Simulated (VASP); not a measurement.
# Cr (Fm-3m) in VASP: single point with PBEsol

Aim: the single point of Cr with PBEsol.

All numbers are computed with VASP 6.6.1; they aren't measurements. Logs are shortened: lines on timing, memory, paths and dates and some standing lists are left out, and cuts for length are marked.

## 1. The cell of the first run

The structure is cubic, space group Fm-3m (No. 225). Conventional cell: a = 3.579 Å, b = 3.579 Å, c = 3.579 Å, α = 90.00°, β = 90.00°, γ = 90.00°. Cr (site symmetry m-3m) has 12 Cr at 2.53 Å within 3.3 Å.

This isn't the form of Cr at room conditions, which is bcc.

## 2. Single point, PBEsol, collinear spin, ferromagnetic start

The input, INCAR:

```
SYSTEM = Cr
  PREC = Accurate
  ENCUT = 520
  EDIFF = 1E-6
  ISMEAR = 0
  SIGMA = 0.1
  LREAL = .False.
  LASPH = .True.
  NELM = 150
  ALGO = Normal
  ISIF = 2
  LWAVE = .False.
  LCHARG = .False.
  ISPIN = 2
  MAGMOM = 3 3 3 3 3 3 3 3
  LORBIT = 11
  LMAXMIX = 4
  GGA = PS
  NBANDS = 62
```

The input, KPOINTS:

```
regular mesh
0
Gamma
  8 8 8
  0 0 0
```

The input, POSCAR:

```
Cr
1.0
   -3.5789498173      3.5789498173      0.0000000000
   -3.5789498173      0.0000000000      3.5789498173
    0.0000000000      3.5789498173      3.5789498173
Cr
8
Direct
    0.0000000000      0.0000000000      0.0000000000
    0.5000000000      0.0000000000      0.0000000000
    0.0000000000      0.5000000000      0.0000000000
    0.0000000000      0.0000000000      0.5000000000
    0.5000000000      0.5000000000      0.0000000000
    0.5000000000      0.0000000000      0.5000000000
    0.0000000000      0.5000000000      0.5000000000
    0.5000000000      0.5000000000      0.5000000000
```

Potentials or basis: VASP PAW PBE potentials, release 64 (Cr_pv).

The run is started by

```
$ cat potpaw_PBE.64/Cr_pv/POTCAR > POTCAR
$ mpirun -np 1 vasp_std > vasp.out
```

OUTCAR:

```text
SYSTEM = Cr
   PREC = Accurate
   ENCUT = 520
   EDIFF = 1E-6
   ISMEAR = 0
   LREAL = .False.
   LASPH = .True.
   NELM = 150
   ISIF = 2
   ISPIN = 2
   LORBIT = 11
   GGA = PS

 ion  position               nearest neighbor table
   1  0.000  0.000  0.000-   2 2.53   3 2.53   4 2.53   4 2.53   6 2.53   7 2.53   3 2.53   5 2.53
                             7 2.53   2 2.53   5 2.53   6 2.53
   2  0.500  0.000  0.000-   1 2.53   5 2.53   6 2.53   4 2.53   6 2.53   8 2.53   3 2.53   5 2.53
                             8 2.53   1 2.53   3 2.53   4 2.53
   3  0.000  0.500  0.000-   1 2.53   5 2.53   7 2.53   4 2.53   7 2.53   8 2.53   1 2.53   2 2.53
                             4 2.53   2 2.53   5 2.53   8 2.53
   4  0.000  0.000  0.500-   1 2.53   6 2.53   7 2.53   1 2.53   2 2.53   3 2.53   3 2.53   7 2.53
                             8 2.53   2 2.53   6 2.53   8 2.53
   5  0.500  0.500  0.000-   2 2.53   3 2.53   8 2.53   6 2.53   7 2.53   8 2.53   1 2.53   2 2.53
                             6 2.53   1 2.53   3 2.53   7 2.53
   6  0.500  0.000  0.500-   2 2.53   4 2.53   8 2.53   1 2.53   2 2.53   5 2.53   5 2.53   7 2.53
                             8 2.53   1 2.53   4 2.53   7 2.53
   7  0.000  0.500  0.500-   3 2.53   4 2.53   8 2.53   1 2.53   3 2.53   5 2.53   1 2.53   4 2.53
                             6 2.53   5 2.53   6 2.53   8 2.53
   8  0.500  0.500  0.500-   5 2.53   6 2.53   7 2.53   2 2.53   3 2.53   5 2.53   2 2.53   4 2.53
                             6 2.53   3 2.53   4 2.53   7 2.53
[... 6 lines left out ...]
 A1 = (  -3.5789498173,   3.5789498173,   0.0000000000)
 A2 = (  -3.5789498173,   0.0000000000,   3.5789498173)
 A3 = (   0.0000000000,   3.5789498173,   3.5789498173)

Analysis of symmetry for initial positions (statically):
=====================================================================
 Subroutine PRICEL returns following result:

  LATTYP: Found a face centered cubic cell.
 ALAT       =     3.5789498173
[... 12 lines left out ...]
 Subroutine GETGRP returns: Found 48 space group operations
 (whereof 48 operations were pure point group operations)
 out of a pool of 48 trial point group operations.

The static configuration has the point symmetry O_h .

Analysis of symmetry for dynamics (positions and initial velocities):
=====================================================================
 Subroutine PRICEL returns following result:

  LATTYP: Found a face centered cubic cell.
 ALAT       =     3.5789498173
[... 12 lines left out ...]
 Subroutine GETGRP returns: Found 48 space group operations
 (whereof 48 operations were pure point group operations)
 out of a pool of 48 trial point group operations.

The dynamic configuration has the point symmetry O_h .

Analysis of structural, dynamic, and magnetic symmetry:
=====================================================================
 Subroutine PRICEL returns following result:

  LATTYP: Found a face centered cubic cell.
 ALAT       =     3.5789498173
[... 12 lines left out ...]
 Subroutine GETGRP returns: Found 48 space group operations
 (whereof 48 operations were pure point group operations)
 out of a pool of 48 trial point group operations.

The overall configuration has the point symmetry O_h .

 Subroutine INISYM returns: Found 48 space group operations
 (whereof 48 operations are pure point group operations),
 and found     8 'primitive' translations

----------------------------------------------------------------------------------------

                                     Primitive cell

  volume of cell :      11.4606

  direct lattice vectors                    reciprocal lattice vectors
    -1.789474909  1.789474909  0.000000000    -0.279411574  0.279411574 -0.279411574
    -1.789474909  0.000000000  1.789474909    -0.279411574 -0.279411574  0.279411574
     0.000000000  1.789474909  1.789474909     0.279411574  0.279411574  0.279411574

  length of vectors
     2.530699685  2.530699685  2.530699685     0.483955042  0.483955042  0.483955042

  position of ions in fractional coordinates (direct lattice)
     0.000000000  0.000000000  0.000000000

  ion indices of the primitive-cell ions
   primitive index   ion index
                 1           1

----------------------------------------------------------------------------------------

 KPOINTS: regular mesh

Automatic generation of k-mesh.
 Grid dimensions read from file:
 generate k-points for:    8    8    8

 Generating k-lattice:

  Cartesian coordinates                     Fractional coordinates (reciprocal lattice)
[... 55 lines left out ...]
   LNONCOLLINEAR =      F non collinear calculations
   LSORBIT =      F    spin-orbit coupling
   LASPH  =      T    aspherical Exc in radial PAW
   ENCUT  =  520.0 eV  38.22 Ry    6.18 a.u.   9.41  9.41  9.41*2*pi/ulx,y,z
   NELM   =    150;   NELMIN=  2; NELMDL= -5     # of ELM steps
   EDIFF  = 0.1E-05   stopping-criterion for ELM
   LREAL  =      F    real-space projection
   EDIFFG = 0.1E-04   stopping-criterion for IOM
   NSW    =      0    number of steps for IOM
   IBRION =     -1    ionic relax: 0-MD 1-quasi-New 2-CG
   NFREE  =      0    steps in history (QN), initial steepest desc. (CG)
   ISIF   =      2    stress and relaxation
   ISYM   =      2    0-nonsym 1-usesym 2-fastsym
   POTIM  = 0.5000    time-step for ionic-motion
   TEBEG  =    0.0;   TEEND  =   0.0 temperature during run
   PSTRESS=    0.0 pullay stress
   NELECT =      96.0000    total number of electrons
   NUPDOWN=      -1.0000    fix difference up-down
   EMIN   =  10.00;   EMAX   =-10.00  energy-range for DOS
   EFERMI =   0.00;   METHOD = LEGACY
   ISMEAR =     0;   SIGMA  =   0.10  broadening in eV -4-tet -1-fermi 0-gaus
   EFERMI_NEDOS =   21; number of points for ismear=-14 and -15
   IALGO  =     38    algorithm
   IMIX   =      4    mixing-type and parameters
     AMIX     =   0.40;   BMIX     =  1.00
     AMIX_MAG =   1.60;   BMIX_MAG =  1.00
  volume/ion in A,a.u.               =      11.46        77.34
  Fermi-wavevector in a.u.,A,eV,Ry     =   1.662390  3.141462 37.600260  2.763541
  Thomas-Fermi vector in A             =   2.749289
   LORBIT       =     11    0 simple, 1 ext, 2 COOP (PROOUT), +10 PAW based schemes
   GGA     = PS    functional components
   LHFCALC =     F    Hartree Fock is set to
   AEXX    =    0.0000 exact exchange contribution
   IVDW    =     0    specifies the selected vdW correction
   LEPSILON=     F    determine dielectric tensor
   LRPA    =     F    only Hartree local field effects (RPA)
 spin polarized calculation
 Gauss-broadening in eV      SIGMA  =   0.10
  energy-cutoff  :      520.00
  volume of cell :       91.68
 maximum number of plane-waves:      2501
 NGX is ok and might be reduce to    40
   NGX = 19   NGY = 19   NGZ = 19

 number of electron      96.0000000 magnetization      24.0000000

 number of electron      96.0000042 magnetization       0.0002389

 Free energy of the ion-electron system (eV)
  ---------------------------------------------------
  ext. energy  EPLUGINS =         0.00000000
  ---------------------------------------------------
  free energy    TOTEN  =       -78.70270618 eV

  energy without entropy =      -78.63490401  energy(sigma->0) =      -78.66880509

 E-fermi :  10.6552     XC(G=0): -13.8667

 val. band max:       10.6308611425   @ k =  -0.3750   0.1250   0.0000
 cond. band min:      10.6577449597   @ k =   0.5000   0.2500   0.1250
 fundamental gap:      0.0268838172
 Fermi energy:        10.6551798424

 spin component 1

 k-point     1 :       0.0000    0.0000    0.0000
  band No.  band energies     occupation
      1     -32.4444      1.00000
      2     -32.4444      1.00000
      3     -32.4444      1.00000
      4     -32.4444      1.00000
      5     -32.3785      1.00000
      6     -32.3785      1.00000
[... 1501 lines left out ...]
     59      12.7501      0.00000
     60      12.7501      0.00000

 [... further k-points ...]

 spin component 2

 k-point     1 :       0.0000    0.0000    0.0000
  band No.  band energies     occupation
      1     -32.4444      1.00000
      2     -32.4444      1.00000
      3     -32.4444      1.00000
      4     -32.4444      1.00000
      5     -32.3784      1.00000
      6     -32.3784      1.00000
[... 1501 lines left out ...]
     59      12.7502      0.00000
     60      12.7502      0.00000

 [... further k-points ...]

 [bands above 60 left out]

------------------------ aborting loop because EDIFF is reached ----------------------------------------

  FORCE on cell =-STRESS in cart. coord.  units (eV):
  Direction    XX          YY          ZZ          XY          YZ          ZX
  --------------------------------------------------------------------------------------
  -------------------------------------------------------------------------------------
  Total       -0.2689198     -0.2689198     -0.2689198      0.0000000      0.0000000     -0.0000000
  in kB       -4.6993373     -4.6993373     -4.6993373      0.0000000      0.0000000     -0.0000000
  external PRESSURE =      -4.6993373 kB  Pullay stress =       0.0000000 kB

 VOLUME and BASIS-vectors are now :
 -----------------------------------------------------------------------------
  energy-cutoff  :      520.00
  volume of cell :       91.68
      direct lattice vectors                 reciprocal lattice vectors
    -3.578949817  3.578949817  0.000000000    -0.139705787  0.139705787 -0.139705787
    -3.578949817  0.000000000  3.578949817    -0.139705787 -0.139705787  0.139705787
     0.000000000  3.578949817  3.578949817     0.139705787  0.139705787  0.139705787

 POSITION                                       TOTAL-FORCE (eV/Angst)
 -----------------------------------------------------------------------------------
      0.00000      0.00000      0.00000        -0.000000     -0.000000      0.000000
     -1.78947      1.78947      0.00000        -0.000000      0.000000     -0.000000
     -1.78947      0.00000      1.78947         0.000000      0.000000     -0.000000
      0.00000      1.78947      1.78947         0.000000      0.000000     -0.000000
     -3.57895      1.78947      1.78947         0.000000      0.000000      0.000000
     -1.78947      3.57895      1.78947        -0.000000     -0.000000     -0.000000
     -1.78947      1.78947      3.57895         0.000000     -0.000000      0.000000
     -3.57895      3.57895      3.57895        -0.000000     -0.000000      0.000000
 -----------------------------------------------------------------------------------
    total drift:                               -0.000000     -0.000000      0.000000

  FREE ENERGIE OF THE ION-ELECTRON SYSTEM (eV)
  ---------------------------------------------------
  free  energy   TOTEN  =       -78.7027061793 eV

  energy  without entropy=      -78.6349040060  energy(sigma->0) =      -78.66880509

 total charge

# of ion       s       p       d       tot
------------------------------------------
    1        0.445   6.400   4.240  11.084
    2        0.445   6.400   4.240  11.084
    3        0.445   6.400   4.240  11.084
    4        0.445   6.400   4.240  11.084
    5        0.445   6.400   4.240  11.084
    6        0.445   6.400   4.240  11.084
    7        0.445   6.400   4.240  11.084
    8        0.445   6.400   4.240  11.084
--------------------------------------------------
tot          3.557  51.197  33.918  88.672

 magnetization (x)

# of ion       s       p       d       tot
------------------------------------------
    1       -0.000  -0.000   0.000   0.000
    2       -0.000  -0.000   0.000   0.000
    3       -0.000  -0.000   0.000   0.000
    4       -0.000  -0.000   0.000   0.000
    5       -0.000  -0.000   0.000   0.000
    6       -0.000  -0.000   0.000   0.000
    7       -0.000  -0.000   0.000   0.000
    8       -0.000  -0.000   0.000   0.000
--------------------------------------------------
tot         -0.000  -0.000   0.000   0.000
```

Run time: 11 min. Hardware: 1 thread of Intel Xeon Platinum 8259CL at 2.50GHz (Skylake/Cascade Lake), shared host; peak memory 0.42 GiB.

What came out:

- Free energy: -78.7027 eV
- Pressure: -0.5 GPa
- Band gap on the k mesh: zero (filled and empty bands overlap)
- Net moment: 0.00 μB per cell
- Valence electrons inside the program's atomic spheres: Cr 11.08

Caveat: the moments typed at the start vanished in this run; the PAW data sets were made with another functional, which shifts forces and pressure a little.

The gap in the log of VASP goes by the Fermi energy; the results here count the filled bands.